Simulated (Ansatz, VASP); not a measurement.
# One calculation of AlNi, two programs

Contents of INCAR:

```
SYSTEM = AlNi
ALGO = Normal
EDIFF = 1E-6
ENCUT = 600
GGA = PS
GGA_COMPAT = .FALSE.
ISIF = 2
ISMEAR = 0
LASPH = .TRUE.
LCHARG = .FALSE.
LREAL = .FALSE.
LWAVE = .FALSE.
NBANDS = 14
NELM = 120
PREC = Accurate
SIGMA = 0.15
```

KPOINTS

```
k-points
0
G
  20 20 20
  0 0 0
```

Contents of POSCAR:

```
AlNi
1.0
    2.7190572744      0.0000000000      0.0000000000
    0.0000000000      2.7190572744      0.0000000000
    0.0000000000      0.0000000000      2.7906114132
Al Ni
1 1
Direct
    0.0000000000      0.0000000000      0.0000000000
    0.5000000000      0.5000000000      0.5000000000
```

Input for Ansatz:

```yaml
crystal:
  lattice:
    - [2.7190572744, 0.0, 0.0]
    - [0.0, 2.7190572744, 0.0]
    - [0.0, 0.0, 2.7906114132]
  atoms:
    - { symbol: Al, position: [0.0, 0.0, 0.0] }
    - { symbol: Ni, position: [0.5, 0.5, 0.5] }
basis:
  ecutwfc: 420
kpoints:
  mp_grid: { grid: [20, 20, 20] }
hamiltonian:
  xc: pbesol
scf:
  occupations: { method: gaussian, width: 0.15 }
output:
  forces: true
  stress: true
  eigenvalues: true
```

Change from the starting cell: strain -0.050 along x and y, -0.025 along z, atoms carried along.

Alike in both runs: task single point; functional PBEsol; k mesh 20 × 20 × 20; occupations gaussian, width 0.15 eV; no spin polarisation.

|  | VASP | Ansatz |
| --- | --- | --- |
| version | VASP 6.6.1 | Ansatz 0.2.0 |
| potentials or method | VASP PAW PBE potentials, release 64 (Al, Ni), cutoff 600 eV | scalar-relativistic, plane waves, PAW |
| valence electrons in the cell | 13 | 21 |

|  | VASP | Ansatz | Ansatz less VASP |
| --- | --- | --- | --- |
| gap on the k mesh at the Fermi level (eV) | none | none | - |
| pressure (GPa) | 29.3 | 29.2 | -0.07 |
| traceless stress, the component that is largest in VASP (GPa) | -1.81 | -1.77 | +0.038 |

VASP's potentials were made for PBE, not for PBEsol. A gap of «none» marks a metal or a gap that the smearing closes. Both programs put the cell under a high pressure, so it lies far from rest at this level. VASP's potentials hold 13 valence electrons a cell and Ansatz's 21, so a difference there can come from the potentials and not from the codes.
